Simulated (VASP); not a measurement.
Runs of VASP 6.6.1 on Fe3Ge. It takes space group Pm-3m (No. 221, cubic). The conventional cell has a = 3.661 Å, b = 3.661 Å, c = 3.661 Å, α = 90.00°, β = 90.00°, γ = 90.00°. Within 3.4 Å of Fe (site symmetry 4/mmm) lie 8 Fe at 2.59 Å and 4 Ge at 2.59 Å. Ge (site symmetry m-3m) has 12 Fe at 2.59 Å within 3.4 Å. 

```tsv
smearing	gap on the mesh (eV)	pressure (GPa)	moment (μB)
methfessel-paxton 0.3 eV	none	0.3	7.80
methfessel-paxton 0.5 eV	none	(b)	7.71
methfessel-paxton 0.1 eV	none	0.2	(a)
methfessel-paxton 0.2 eV	none	0.3	7.81
```

Alike in all rows: task single point; level r2SCAN; potentials or basis VASP PAW PBE potentials, release 64 (Fe, Ge_d); spin collinear, ferromagnetic start; cell as given; k mesh 4 × 4 × 4; cutoff (eV) 660.

Estimate the missing entries.

(a) 7.78; (b) -0.2.

Caveats: all runs use coarse meshes; the PAW data sets were made with another functional, which shifts forces and pressure a little; so wide a smearing shifts energies and pressures (at least some runs).

A k mesh can miss the band edges, and the runs leave out spin-orbit coupling on Ge.

A gap of «none» marks levels without a gap at the run's occupations.
